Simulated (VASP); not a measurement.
# BN in VASP: single point with PBE+D3(BJ)

Aim: the single point of BN with PBE+D3(BJ).

Program: VASP 6.6.1. These are calculated values, not measurements. Logs are shortened: lines on timing, memory, paths and dates and some standing lists are left out, and cuts for length are marked.

## Step 1: The cell of the first run

The cell holds a slab with vacuum, 4 atoms: a = 2.509 Å, b = 2.509 Å, c = 17.500 Å, α = 90.00°, β = 90.00°, γ = 120.00°.

## Step 2: Single point, PBE+D3(BJ) (layers slid over each other, then relaxed in part)

Input file INCAR:

```
SYSTEM = BN
PREC     = Accurate       ! precision mode
ENCUT    = 520            ! plane-wave cutoff, eV
EDIFF    = 1E-6           ! SCF threshold, eV
ISMEAR   = 0              ! smearing method
SIGMA    = 0.05           ! smearing width, eV
LREAL    = .FALSE.        ! projectors in reciprocal space
LASPH    = .TRUE.         ! aspherical terms in the spheres
NELM     = 80             ! most SCF steps
ALGO     = Normal         ! electronic algorithm
ISIF     = 2              ! what is computed and relaxed
LWAVE    = .FALSE.        ! write WAVECAR
LCHARG   = .FALSE.        ! write CHGCAR
LDIPOL   = .TRUE.       
IDIPOL   = 3            
DIPOL    = 0.5 0.5 0.354
GGA      = PE             ! functional
IVDW     = 12             ! dispersion correction
NBANDS   = 16             ! bands
```

Input file KPOINTS:

```
Automatic mesh
0
G
  12 12 1
  0 0 0
```

Input file POSCAR:

```
BN
1.0
    2.5087623753      0.0000000000      0.0000000000
   -1.2543811876      2.1726519491      0.0000000000
    0.0000000000      0.0000000000     17.5000000000
B N
2 2
Direct
    0.0000000000      0.0000000000      0.2571428571
    0.0000000000      0.5000000000      0.4502478620
    0.6666666667      0.3333333334      0.2570779587
    0.6666666667      0.8333333333      0.4503127523
```

Potentials or basis: VASP PAW PBE potentials, release 64 (B, N).

The run is started by

```bash
$ cat potpaw_PBE.64/B/POTCAR potpaw_PBE.64/N/POTCAR > POTCAR
$ mpirun -np 1 vasp_std > vasp.out
```

OUTCAR:

```text
SYSTEM = BN
   PREC = Accurate
   ENCUT = 520
   EDIFF = 1E-6
   ISMEAR = 0
   LREAL = .FALSE.
   LASPH = .TRUE.
   NELM = 80
   ISIF = 2
   GGA = PE
   IVDW = 12
 IVDW          = 12

 ion  position               nearest neighbor table
   1  0.000  0.000  0.257-   3 1.45   3 1.45   3 1.45
   2  0.000  0.500  0.450-   4 1.45   4 1.45   4 1.45
   3  0.667  0.333  0.257-   1 1.45   1 1.45   1 1.45
   4  0.667  0.833  0.450-   2 1.45   2 1.45   2 1.45

  LATTYP: Found a hexagonal cell.
 ALAT       =     2.5087623753
 C/A-ratio  =     6.9755510415

  Lattice vectors:

 A1 = (   2.5087623753,   0.0000000000,   0.0000000000)
 A2 = (  -1.2543811876,   2.1726519491,   0.0000000000)
 A3 = (   0.0000000000,   0.0000000000,  17.5000000000)

Analysis of symmetry for initial positions (statically):
=====================================================================
 Subroutine PRICEL returns:
 Original cell was already a primitive cell.

 Routine SETGRP: Setting up the symmetry group for a
 hexagonal supercell.

 Subroutine GETGRP returns: Found  4 space group operations
 (whereof  2 operations were pure point group operations)
 out of a pool of 24 trial point group operations.

The static configuration has the point symmetry C_1h.
 The point group associated with its full space group is C_2v.

Analysis of symmetry for dynamics (positions and initial velocities):
=====================================================================
 Subroutine PRICEL returns:
 Original cell was already a primitive cell.

 Routine SETGRP: Setting up the symmetry group for a
 hexagonal supercell.

 Subroutine GETGRP returns: Found  4 space group operations
 (whereof  2 operations were pure point group operations)
 out of a pool of 24 trial point group operations.

The dynamic configuration has the point symmetry C_1h.
 The point group associated with its full space group is C_2v.

 Subroutine INISYM returns: Found  4 space group operations
 (whereof  2 operations are pure point group operations),
 and found     1 'primitive' translations

----------------------------------------------------------------------------------------

                                     Primitive cell

  volume of cell :      95.3867

  direct lattice vectors                    reciprocal lattice vectors
     2.508762375  0.000000000  0.000000000     0.398602917  0.230133501  0.000000000
    -1.254381188  2.172651949  0.000000000     0.000000000  0.460267002  0.000000000
     0.000000000  0.000000000 17.500000000     0.000000000  0.000000000  0.057142857

  length of vectors
     2.508762375  2.508762375 17.500000000     0.460267002  0.460267002  0.057142857

  position of ions in fractional coordinates (direct lattice)
     0.000000000  0.000000000  0.257142857
     1.000000000  0.500000000  0.450247862
     0.666666667  0.333333333  0.257077959
     0.666666667  0.833333333  0.450312752

  ion indices of the primitive-cell ions
   primitive index   ion index
                 1           1
                 2           2
                 3           3
                 4           4

----------------------------------------------------------------------------------------

 KPOINTS: Automatic mesh

Automatic generation of k-mesh.
 Grid dimensions read from file:
 generate k-points for:   12   12    1

 Generating k-lattice:

  Cartesian coordinates                     Fractional coordinates (reciprocal lattice)
     0.033216910  0.019177792  0.000000000     0.083333333 -0.000000000  0.000000000
     0.000000000  0.038355584  0.000000000     0.000000000  0.083333333  0.000000000
     0.000000000  0.000000000  0.057142857     0.000000000  0.000000000  1.000000000

  Length of vectors
     0.038355584  0.038355584  0.057142857

  Shift w.r.t. Gamma in fractional coordinates (k-lattice)
     0.000000000  0.000000000  0.000000000

 Subroutine IBZKPT returns following result:
 ===========================================

 Found     43 irreducible k-points:

 Following reciprocal coordinates:
            Coordinates               Weight
  0.000000  0.000000  0.000000      1.000000
  0.083333  0.000000  0.000000      2.000000
  0.000000  0.083333  0.000000      4.000000
  0.166667 -0.000000  0.000000      2.000000
  0.000000  0.166667  0.000000      4.000000
  0.250000 -0.000000  0.000000      2.000000
[... 16 lines left out ...]
 -0.083333  0.416667  0.000000      4.000000
 -0.416667  0.333333  0.000000      4.000000
 [... further k-points ...]
   k-points           NKPTS =     43   k-points in BZ     NKDIM =     43   number of bands    NBANDS=     16
   number of dos      NEDOS =    301   number of ions     NIONS =      4
   total plane-waves  NPLWV =  56000
   dimension x,y,z NGX =    20 NGY =   20 NGZ =  140
   dimension x,y,z NGXF=    40 NGYF=   40 NGZF=  280
   ions per type =               2   2
   NGX,Y,Z   is equivalent  to a cutoff of  13.25, 13.25, 13.30 a.u.
   NGXF,Y,Z  is equivalent  to a cutoff of  26.51, 26.51, 26.60 a.u.
 SYSTEM =  BN
   PREC   = accura    normal or accurate (medium, high low for compatibility)
   ISTART =      0    job   : 0-new  1-cont  2-samecut
   ICHARG =      2    charge: 1-file 2-atom 10-const
   ISPIN  =      1    spin polarized calculation?
   LNONCOLLINEAR =      F non collinear calculations
   LSORBIT =      F    spin-orbit coupling
   LASPH  =      T    aspherical Exc in radial PAW
   ENCUT  =  520.0 eV  38.22 Ry    6.18 a.u.   4.66  4.66 32.54*2*pi/ulx,y,z
   NELM   =     80;   NELMIN=  2; NELMDL= -5     # of ELM steps
   EDIFF  = 0.1E-05   stopping-criterion for ELM
   LREAL  =      F    real-space projection
   EDIFFG = 0.1E-04   stopping-criterion for IOM
   NSW    =      0    number of steps for IOM
   IBRION =     -1    ionic relax: 0-MD 1-quasi-New 2-CG
   NFREE  =      0    steps in history (QN), initial steepest desc. (CG)
   ISIF   =      2    stress and relaxation
   ISYM   =      2    0-nonsym 1-usesym 2-fastsym
   POTIM  = 0.5000    time-step for ionic-motion
   TEBEG  =    0.0;   TEEND  =   0.0 temperature during run
   PSTRESS=    0.0 pullay stress
   NELECT =      16.0000    total number of electrons
   NUPDOWN=      -1.0000    fix difference up-down
   EMIN   =  10.00;   EMAX   =-10.00  energy-range for DOS
   EFERMI =   0.00;   METHOD = LEGACY
   ISMEAR =     0;   SIGMA  =   0.05  broadening in eV -4-tet -1-fermi 0-gaus
   EFERMI_NEDOS =   21; number of points for ismear=-14 and -15
   IALGO  =     38    algorithm
   IMIX   =      4    mixing-type and parameters
     AMIX     =   0.40;   BMIX     =  1.00
     AMIX_MAG =   1.60;   BMIX_MAG =  1.00
  volume/ion in A,a.u.               =      23.85       160.93
  Fermi-wavevector in a.u.,A,eV,Ry     =   0.902857  1.706152 11.090797  0.815151
  Thomas-Fermi vector in A             =   2.026112
   LORBIT       =      0    0 simple, 1 ext, 2 COOP (PROOUT), +10 PAW based schemes
   GGA     = PE    functional components
   LHFCALC =     F    Hartree Fock is set to
   AEXX    =    0.0000 exact exchange contribution
   IVDW    =    12    specifies the selected vdW correction
   LEPSILON=     F    determine dielectric tensor
   LRPA    =     F    only Hartree local field effects (RPA)
 non-spin polarized calculation
 Gauss-broadening in eV      SIGMA  =   0.05
  energy-cutoff  :      520.00
  volume of cell :       95.39
 maximum number of plane-waves:      2588
   NGX =  9   NGY =  9   NGZ = 65

 dipolmoment           0.000000      0.000000     -0.000001 electrons x Angstroem

 number of electron      16.0000000 magnetization

 dipolmoment           0.000000      0.000000      0.000001 electrons x Angstroem

 Free energy of the ion-electron system (eV)
  ---------------------------------------------------
  ext. energy  EPLUGINS =         0.00000000
  ---------------------------------------------------
  free energy    TOTEN  =       -35.18078076 eV

  energy without entropy =      -35.18078076  energy(sigma->0) =      -35.18078076

 E-fermi :  -2.3920     XC(G=0):  -4.3137

 val. band max:       -2.6982328464   @ k =   0.3333   0.3333   0.0000
 cond. band min:       1.4927075856   @ k =   0.5000  -0.0000   0.0000
 fundamental gap:      4.1909404319
 Fermi energy:        -2.3919665505

 k-point     1 :       0.0000    0.0000    0.0000
  band No.  band energies     occupation
      1     -20.4613      2.00000
      2     -20.3333      2.00000
      3      -8.4519      2.00000
      4      -7.4932      2.00000
      5      -4.1112      2.00000
      6      -4.1066      2.00000
[... 8 lines left out ...]
     15       8.4629      0.00000
     16       8.7495      0.00000

 k-point     2 :       0.0833    0.0000    0.0000
  band No.  band energies     occupation
      1     -20.3272      2.00000
      2     -20.2012      2.00000
      3      -8.2697      2.00000
      4      -7.3198      2.00000
      5      -4.6716      2.00000
      6      -4.6515      2.00000
[... 8 lines left out ...]
     15       8.4842      0.00000
     16       8.7014      0.00000

 k-point     3 :       0.0000    0.0833    0.0000
  band No.  band energies     occupation
      1     -20.3272      2.00000
      2     -20.2013      2.00000
      3      -8.2694      2.00000
      4      -7.3202      2.00000
      5      -4.6648      2.00000
      6      -4.6564      2.00000
[... 8 lines left out ...]
     15       8.4871      0.00000
     16       8.7259      0.00000
[... 362 lines left out ...]
 k-point    23 :      -0.0833    0.4167    0.0000
  band No.  band energies     occupation
      1     -18.0145      2.00000
      2     -17.9416      2.00000
      3     -10.3704      2.00000
      4     -10.3432      2.00000
      5      -6.9627      2.00000
      6      -6.9402      2.00000
[... 8 lines left out ...]
     15       8.6712      0.00000
     16       9.9112      0.00000

 k-point    24 :      -0.4167    0.3333    0.0000
  band No.  band energies     occupation
      1     -18.0153      2.00000
      2     -17.9406      2.00000
      3     -10.3698      2.00000
      4     -10.3447      2.00000
      5      -6.9619      2.00000
      6      -6.9405      2.00000
[... 8 lines left out ...]
     15       8.6496      0.00000
     16       9.9254      0.00000

 [... further k-points ...]

------------------------ aborting loop because EDIFF is reached ----------------------------------------

 vacuum level on the upper side and lower side of the slab       (xc-potential included)        -0.161        -0.161

 Edisp (eV)   -0.41963

 E8    (eV) :    -0.1291

  FORCE on cell =-STRESS in cart. coord.  units (eV):
  Direction    XX          YY          ZZ          XY          YZ          ZX
  --------------------------------------------------------------------------------------
  -------------------------------------------------------------------------------------
  Total      -0.09785    -0.05648    -0.03753    -0.03583     0.00000     0.00000
  in kB      -1.64348    -0.94861    -0.63040    -0.60177     0.00000     0.00000
  external pressure =       -1.07 kB  Pullay stress =        0.00 kB

 VOLUME and BASIS-vectors are now :
 -----------------------------------------------------------------------------
  energy-cutoff  :      520.00
  volume of cell :       95.39
      direct lattice vectors                 reciprocal lattice vectors
     2.508762375  0.000000000  0.000000000     0.398602917  0.230133501  0.000000000
    -1.254381188  2.172651949  0.000000000     0.000000000  0.460267002  0.000000000
     0.000000000  0.000000000 17.500000000     0.000000000  0.000000000  0.057142857

 POSITION                                       TOTAL-FORCE (eV/Angst)
 -----------------------------------------------------------------------------------
      0.00000      0.00000      4.50000        -0.006276     -0.003623     -0.000316
     -0.62719      1.08633      7.87934        -0.006276     -0.003623      0.000316
      1.25438      0.72422      4.49886         0.006276      0.003623     -0.000500
      0.62719      1.81054      7.88047         0.006276      0.003623      0.000500
 -----------------------------------------------------------------------------------
    total drift:                               -0.000013     -0.000005      0.000185

  FREE ENERGIE OF THE ION-ELECTRON SYSTEM (eV)
  ---------------------------------------------------
  free  energy   TOTEN  =       -35.6004138511 eV

  energy  without entropy=      -35.6004138511  energy(sigma->0) =      -35.60041385

 vacuum level on the upper side and lower side of the slab         2.975         2.974
```

Wall time 2.8 min (1 thread of Intel Xeon 8259CL, shared host); peak memory 0.25 GiB.

Results:

- Free energy: -35.6004 eV
- Largest force: 0.007 eV/Å
- Band gap on the k mesh: 4.19 eV (least direct gap 4.42 eV)
- Dispersion energy per atom: -0.105 eV

Forces in eV/Å, atoms in the order of the input:
```
B   -0.006 -0.004  0.000
B   -0.006 -0.004  0.000
N    0.006  0.004 -0.001
N    0.006  0.004  0.001
```

Levels at points of the mesh, in eV from the valence-band top:
| k point | band 6 | band 7 | band 8 | band 9 | band 10 | band 11 |
| --- | --- | --- | --- | --- | --- | --- |
| (0.00, 0.00, 0.00) | -1.41 | -1.40 | -1.40 | 4.72 | 5.28 | 6.13 |
| (0.50, 0.00, 0.00) | -4.17 | -1.25 | -0.68 | 4.19 | 5.28 | 9.55 |
| (0.00, 0.50, 0.00) | -4.19 | -0.99 | -0.99 | 4.74 | 4.74 | 9.66 |

Caveat: the cell differs from its parent crystal (layers slid over each other, then relaxed in part).
